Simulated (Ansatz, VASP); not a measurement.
One calculation of CdTe, two programs

POSCAR

```
CdTe
1.0
    0.0000000000      3.0886830026      3.5230891775
    3.0886830026      0.0000000000      3.5230891775
    3.0886830026      3.0886830026      0.0000000000
Cd Te
1 1
Direct
    0.0000000000      0.0000000000      0.0000000000
    0.2500000000      0.2500000000      0.2500000000
```

The input INCAR.step1:

```
SYSTEM = CdTe
PREC = Accurate
ENCUT = 520
EDIFF = 1E-5
ISMEAR = 0
SIGMA = 0.01
LREAL = .False.
LASPH = .True.
NELM = 80
ALGO = Normal
ISIF = 2
LWAVE = .True.
LCHARG = .False.
NBANDS = 16
GGA = PE
```

INCAR.step2

```
SYSTEM = CdTe
PREC = Accurate
ENCUT = 520
EDIFF = 1E-6
ISMEAR = 0
SIGMA = 0.01
LREAL = .False.
LASPH = .True.
NELM = 80
ALGO = Normal
ISIF = 2
LWAVE = .False.
LCHARG = .False.
GGA = PE
LHFCALC = .True.
HFSCREEN = 0.2079
PRECFOCK = Normal
NBANDS = 16
ISTART = 1
```

KPOINTS

```
regular mesh
0
Gamma
  4 4 4
  0 0 0
```

Input for Ansatz:

```yaml
crystal:
  lattice:
    - [0.0, 3.0886830026, 3.5230891775]
    - [3.0886830026, 0.0, 3.5230891775]
    - [3.0886830026, 3.0886830026, 0.0]
  atoms:
    - { symbol: Cd, position: [0.0, 0.0, 0.0] }
    - { symbol: Te, position: [0.25, 0.25, 0.25] }
kpoints:
  mp_grid: { grid: [4, 4, 4] }
  band_path:
    path:
      - [0.0, 0.0, 0.0]
      - [-0.5, -0.5, 0.0]
      - [-0.375, -0.375, 0.25]
      - [-0.375, 0.0, 0.375]
      - [0.0, 0.0, 0.5]
      - [-0.5, -0.25, 0.25]
    npoints: 1
hamiltonian:
  xc: hse06
scf:
  occupations: { method: fixed }
  n_extra_bands: 4
output:
  forces: true
  stress: true
  eigenvalues: true
  write_density: true
  write_potential: true
  elf: true
  volumetric_format: npy
```

Change from the starting cell: epitaxial_xy strain -5.8%.

Alike in both runs: task single point; functional HSE06; k mesh 4 × 4 × 4; no spin polarisation.

```csv
,VASP,Ansatz
version,VASP 6.6.1,Ansatz 0.2.0
potentials or method,"VASP PAW PBE potentials, release 64 (Cd, Te)","plane waves, PAW"
plane-wave cutoff (eV),520,420
occupations,"gaussian, width 0.01 eV",fixed
valence electrons in the cell,18,36
```

|  | VASP | Ansatz | Ansatz less VASP |
| --- | --- | --- | --- |
| gap on the k mesh at the Fermi level (eV) | 1.34 | 1.42 | +0.088 |
| pressure (GPa) | 2.1 | 2.1 | +0.03 |
| traceless stress, the component that is largest in VASP (GPa) | -1.97 | -1.97 | +0.001 |

VASP's potentials hold 18 valence electrons a cell and Ansatz's 36, so a difference there can come from the potentials and not from the codes. Ansatz's warnings: stress exchange threshold loose, stress scf threshold loose.

The k mesh is coarse, so the values compare programs but aren't converged. Spin-orbit coupling is off throughout.
